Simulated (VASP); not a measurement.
# Mg2Cd3O5: single point with PBE

The system is Mg2Cd3O5.

```
CELL_PARAMETERS angstrom
-1.63346 1.63346 11.48495
1.63346 -1.63346 11.48495
1.63346 1.63346 -11.48495
ATOMIC_POSITIONS crystal
Mg 0.90233 0.90233 0.00000
Mg 0.09767 0.09767 0.00000
Cd 0.69877 0.69877 0.00000
Cd 0.30123 0.30123 0.00000
Cd 0.50000 0.50000 0.00000
O 0.80734 0.80734 0.00000
O 0.40121 0.40121 0.00000
O 0.00000 0.00000 0.00000
O 0.59879 0.59879 0.00000
O 0.19266 0.19266 0.00000
```

```
Program                : VASP 6.6.1
Task                   : single point
Functional             : PBE
Potentials or basis    : VASP PAW PBE potentials, release 64 (Mg, Cd, O)
Cutoff                 : 520 eV
k mesh                 : 8 × 8 × 8
Occupations            : gaussian, width 0.1 eV
Spin                   : no spin polarisation
Dipole correction      : no
Further INCAR settings : ALGO = Normal; EDIFF = 1e-07; NBANDS = 46
```

* Pressure: 0.8 GPa
* Largest force: 0.038 eV/Å
* Band gap on the k mesh: 0.13 eV (least direct gap 1.39 eV)

Forces in eV/Å, atoms in the order of the input:
```
Mg   0.000  0.000  0.002
Mg   0.000  0.000 -0.002
Cd   0.000  0.000  0.038
Cd   0.000  0.000 -0.038
Cd   0.000  0.000  0.000
O    0.000  0.000  0.037
O    0.000  0.000  0.003
O    0.000  0.000  0.000
O    0.000  0.000 -0.003
O    0.000  0.000 -0.037
```

Stress tensor (GPa, compression positive):
```
0.85 0.00 0.00
0.00 0.85 0.00
0.00 0.00 0.75
```

Levels at points of the mesh, in eV from the valence-band top:
```
           k point  band 32  band 33  band 34  band 35  band 36  band 37  band 38  band 39
(0.00, 0.00, 0.00)    -1.33    -1.33    -1.25    -1.25     0.13     2.95     3.06     5.13
(0.50, 0.00, 0.00)    -0.32    -0.32    -0.16     0.00     4.28     4.39     5.42     5.49
(0.50, 0.50, 0.00)    -2.32    -2.28    -2.17    -1.88     4.09     4.44     5.76     7.09
(0.50, 0.50, 0.50)    -1.33    -1.33    -1.25    -1.25     1.02     1.49     4.10     4.99
```

It took 48 min on 1 thread of Intel(R) Xeon(R) 6975P-C (Granite Rapids), on a shared host, peak memory 1.4 GiB.

Caveat: semilocal functionals underestimate gaps, and a narrow one can read as zero. A k mesh can miss the band edges.
